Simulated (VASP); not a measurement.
The system is Ir.

```
Ir
1.0
     2.71486    0.00000    0.00000
    -1.35743    2.35114    0.00000
     0.00000    0.00000    8.86674
Ir
4
Direct
  0.00000 0.00000 0.00000
  0.00000 0.00000 0.50000
  0.33333 0.66667 0.25000
  0.66667 0.33333 0.75000
```

```yaml
Program: VASP 6.6.1
Task: relaxation of cell and atoms
Functional: LDA
Potentials_or_basis: VASP PAW LDA potentials, release 64 (Ir)
Cutoff: 500 eV
k_mesh: 13 × 13 × 4
Occupations: fermi-dirac, width 0.1 eV
Spin: no spin polarisation
```

At the start: pressure -5.1 GPa; volume 14.15 Å³/atom.

Question: Where does the relaxation end?

Answer: Over 4 steps the energy falls by 3.0 meV/atom and the volume is 13.96 Å³/atom (-1.3 %); space group P6_3/mmc (No. 194, to 0.05 Å).

Step by step:
```csv
step,energy change (eV),largest force (eV/Å),pressure (GPa),volume (Å³)
1,0.0000,0.0000,-5.13,56.60
2,0.1966,0.0000,24.41,52.96
3,-0.0120,0.0000,-0.14,55.87
4,-0.0120,0.0000,-0.02,55.85
```

Final structure:
```
Ir
1.0
     2.70287    0.00000    0.00000
    -1.35144    2.34076    0.00000
     0.00000    0.00000    8.82831
Ir
4
Direct
  0.00000 0.00000 0.00000
  0.00000 0.00000 0.50000
  0.33333 0.66667 0.25000
  0.66667 0.33333 0.75000
```
